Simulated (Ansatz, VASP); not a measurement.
**One calculation of HgTe, two programs**

File POSCAR:

```
HgTe
1.0
    0.0000000000      3.0470447706      3.0470447706
    3.0470447706      0.0000000000      3.0470447706
    3.0470447706      3.0470447706      0.0000000000
Hg Te
1 1
Direct
    0.0000000000      0.0000000000      0.0000000000
    0.5000000000      0.5000000000      0.5000000000
```

The input INCAR.step1:

```
ALGO     = Normal         # electronic algorithm
EDIFF    = 1E-4           # SCF threshold, eV
ENCUT    = 600            # plane-wave cutoff, eV
GGA      = PE             # functional
ISMEAR   = 0              # smearing method
LASPH    = T              # aspherical terms in the spheres
LCHARG   = F              # write CHGCAR
LREAL    = F              # projectors in reciprocal space
LWAVE    = T              # write WAVECAR
NELM     = 100            # most SCF steps
PREC     = Accurate       # precision mode
SIGMA    = 0.1            # smearing width, eV
```

The input INCAR.step2:

```
ALGO     = Normal         # electronic algorithm
EDIFF    = 1E-7           # SCF threshold, eV
EDIFFG   = -0.005         # ionic threshold
ENCUT    = 600            # plane-wave cutoff, eV
IBRION   = 2              # ionic algorithm
ISIF     = 3              # what is computed and relaxed
ISMEAR   = 0              # smearing method
ISTART   = 1            
LASPH    = T              # aspherical terms in the spheres
LCHARG   = F              # write CHGCAR
LMIXTAU  = T            
LREAL    = F              # projectors in reciprocal space
LWAVE    = F              # write WAVECAR
METAGGA  = R2SCAN         # meta-GGA
NELM     = 100            # most SCF steps
NSW      = 100            # ionic steps
PREC     = Accurate       # precision mode
SIGMA    = 0.1            # smearing width, eV
```

Contents of KPOINTS:

```
k-points
0
Gamma
  12 12 12
```

Input for Ansatz:

```yaml
crystal:
  lattice:
    - [0.0, 3.0470447706, 3.0470447706]
    - [3.0470447706, 0.0, 3.0470447706]
    - [3.0470447706, 3.0470447706, 0.0]
  atoms:
    - { symbol: Hg, position: [0.0, 0.0, 0.0] }
    - { symbol: Te, position: [0.5, 0.5, 0.5] }
basis:
  ecutwfc: 500
kpoints:
  mp_grid: { grid: [12, 12, 12] }
hamiltonian:
  xc: r2scan
scf:
  occupations: { method: gaussian, width: 0.1 }
output:
  forces: true
  stress: true
  eigenvalues: true
relax:
  adjacent_minimum: "off"
  f_tol: 0.005
  max_steps: 80
  cell: { stress_tol: 0.05 }
```

Alike in both runs: task relaxation of cell and atoms; functional r2SCAN; k mesh 12 × 12 × 12; occupations gaussian, width 0.1 eV; no spin polarisation.

```csv
,VASP,Ansatz
version,VASP 6.6.1,Ansatz 0.2.0
potentials or method,"VASP PAW PBE potentials, release 64 (Hg, Te), cutoff 600 eV","scalar-relativistic, plane waves, PAW"
valence electrons in the cell,18,36
```

|  | VASP | Ansatz | Ansatz less VASP |
| --- | --- | --- | --- |
| gap on the k mesh at the Fermi level, each at its own relaxed structure (eV) | none | none | - |
| relaxed volume (Å³/atom) | 28.37 | 28.29 | -0.083 |
| relaxed cell length with the largest relative difference (Å) | 4.313 | 4.309 | -0.0042 |

VASP's potentials were made for PBE, not for r2SCAN. A gap of «none» marks a metal or a gap that the smearing closes. VASP's potentials hold 18 valence electrons a cell and Ansatz's 36, so a difference there can come from the potentials and not from the codes.

Spin-orbit coupling is off throughout.
